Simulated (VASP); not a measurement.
Set up this calculation in VASP 6.6.1, as the native input.

* Task: relaxation of cell and atoms
* Functional: PBE
* Potentials or basis: VASP PAW PBE potentials, release 64 (B, Se)
* Cutoff: 600 eV
* k mesh: 4 × 4 × 4
* Occupations: gaussian, width 0.1 eV
* Spin: no spin polarisation
* Dipole correction: no
* Further INCAR settings: ALGO = Normal; EDIFF = 1e-07; IBRION = 2; EDIFFG = -0.04; NSW = 90; ISIF = 3

The structure of BSe2 lies in POSCAR:

```
BSe2
1.0
    0.0000000000      3.8982031071      3.8982031071
    3.8982031071      0.0000000000      3.8982031071
    3.8982031071      3.8982031071      0.0000000000
B Se
2 4
Direct
    0.0000000000      0.0000000000      0.0000000000
    0.2500000000      0.2500000000      0.2500000000
    0.6250000000      0.6250000000      0.6250000000
    0.1250000000      0.6250000000      0.6250000000
    0.6250000000      0.6250000000      0.1250000000
    0.6250000000      0.1250000000      0.6250000000
```

One way to write it, as run:

INCAR

```
SYSTEM = BSe2
PREC = Accurate
ENCUT = 600
EDIFF = 1E-7
ISMEAR = 0
SIGMA = 0.1
LREAL = .FALSE.
LASPH = .TRUE.
NELM = 60
ALGO = Normal
ISIF = 3
LWAVE = .FALSE.
LCHARG = .FALSE.
GGA = PE
IBRION = 2
NSW = 90
EDIFFG = -0.04
```

KPOINTS

```
regular mesh
0
G
  4 4 4
  0 0 0
```

Potentials or basis: VASP PAW PBE potentials, release 64 (B, Se).

Launch:

```console
$ cat potpaw_PBE.64/B/POTCAR potpaw_PBE.64/Se/POTCAR > POTCAR
$ mpirun -np 1 vasp_std > vasp.out
```

Results of the run:

| Quantity | Value |
| --- | --- |
| Relaxed volume | 21.37 Å³/atom |
| Relaxed cell | a = 5.661 Å, b = 5.661 Å, c = 5.661 Å, α = 60.00°, β = 60.00°, γ = 60.00° |
| Space group after relaxing (to 0.05 Å) | Fd-3m (No. 227) |
| Energy gained by relaxing | 23.4 meV/atom |
| Ionic steps | 2 |
| Pressure after relaxing | 0.3 GPa |
| Band gap on the k mesh | zero (band 15 reaches 3.83 eV, above the bottom of band 16 at 1.96 eV) |

Wall time 2.5 min on 1 thread of AMD EPYC 7R13, with other jobs on the host, peak memory 0.3 GiB.
